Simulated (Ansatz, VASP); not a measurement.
# VWC2 in VASP and in Ansatz

```
W V C
1.0
     1.51704    0.87586    4.93389
    -1.51704    0.87586    4.93389
     0.00000   -1.75173    4.93389
W V C
1 1 2
Direct
  0.00000 0.00000 0.00000
  0.50000 0.50000 0.50000
  0.24649 0.24649 0.24649
  0.75351 0.75351 0.75351
```

Alike in both runs: functional PBEsol; k mesh 8 × 8 × 8; occupations fermi-dirac, width 0.05 eV; collinear spin.

|  | VASP | Ansatz |
| --- | --- | --- |
| version | VASP 6.6.1 | Ansatz 0.2.0 |
| potentials or method | VASP PAW PBE potentials, release 64 (W_sv, V_sv, C), cutoff 520 eV | all-electron LAPW, scalar-relativistic |
| task | single point | band structure |

|  | VASP | Ansatz | Ansatz less VASP |
| --- | --- | --- | --- |
| gap on the k mesh at the Fermi level (eV) | none | none | - |
| pressure (GPa) | -10.0 | -10.8 | -0.81 |
| traceless stress, the component that is largest in VASP (GPa) | 0.22 | 0.26 | +0.041 |
| rms of the force components (eV/Å) | 0.032 | 0.040 | +0.0088 |
| net moment per atom (μB) | 0.00 | 0.00 | 0.000 |

VASP's potentials were made for PBE, not for PBEsol. Atom by atom the forces differ by 0.009 eV/Å (rms over components). A gap of «none» marks a metal or a gap that the smearing closes. Ansatz ran all-electron here, and VASP with PAW potentials.

Spin-orbit coupling is off throughout. Noted on Ansatz's run: the k mesh is thin for a metal, which can move the energy by tens of meV per atom.
